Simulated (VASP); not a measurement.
The system is CsN2.

```
CELL_PARAMETERS angstrom
-1.80231 1.80231 4.42130
1.80231 -1.80231 4.42130
1.80231 1.80231 -4.42130
ATOMIC_POSITIONS crystal
Cs 0.00000 0.00000 0.00000
N 0.66500 0.66500 0.00000
N 0.33500 0.33500 0.00000
```

- Program: VASP 6.6.1
- Task: relaxation of cell and atoms
- Functional: PBE
- Potentials or basis: VASP PAW PBE potentials, release 64 (Cs_sv, N)
- Cutoff: 600 eV
- k mesh: 6 × 6 × 6
- Occupations: gaussian, width 0.1 eV
- Spin: collinear spin, ferromagnetic start
- Starting moments: [0.2, 2.49, 2.49] μB

At the start: pressure 9.9 GPa; volume 19.15 Å³/atom.

**Question.** How do energy, volume and symmetry change on relaxing?

**Answer.** Over 16 steps the energy falls by 195.4 meV/atom and the volume is 27.95 Å³/atom (+46.0 %); space group I4/mmm (No. 139, to 0.1 Å) before and after; moment 5.00 μB per cell.

Step by step:
```
step  energy change (eV)  largest force (eV/Å)  pressure (GPa)  volume (Å³)
   1              0.0000                0.1362            9.87        57.45
   2             -0.4017                0.0500            3.22        67.82
   3             -0.4922                0.1152            0.84        75.05
   4             -0.5028                0.1369            0.07        78.42
   5             -0.5030                0.1409           -0.07        79.09
   6             -0.5141                0.1465           -0.03        79.19
   7             -0.5319                0.1802            0.15        79.40
   8             -0.5323                0.1914            0.22        79.43
   9             -0.5425                0.1974            0.15        80.39
  10             -0.5729                0.1707           -0.09        83.28
  11             -0.5365                0.2923           -0.66        89.24
  12             -0.5804                0.0959           -0.27        84.71
  13             -0.5810                0.0598           -0.33        85.26
  14             -0.5851                0.0516            0.20        82.97
  15             -0.5857                0.0214            0.04        83.56
  16             -0.5863                0.0024           -0.05        83.84
```

Final structure:
```yaml
crystal:
  lattice:
    - [-2.12491, 2.12491, 4.64232]
    - [2.12491, -2.12491, 4.64232]
    - [2.12491, 2.12491, -4.64232]
  atoms:
    - { symbol: Cs, position: [0.00000, 0.00000, 0.00000] }
    - { symbol: N, position: [0.64298, 0.64298, 0.00000] }
    - { symbol: N, position: [0.35702, 0.35702, 0.00000] }
```

Caveat: the volume moved by over 15 % at a fixed basis, so the end points are rough.
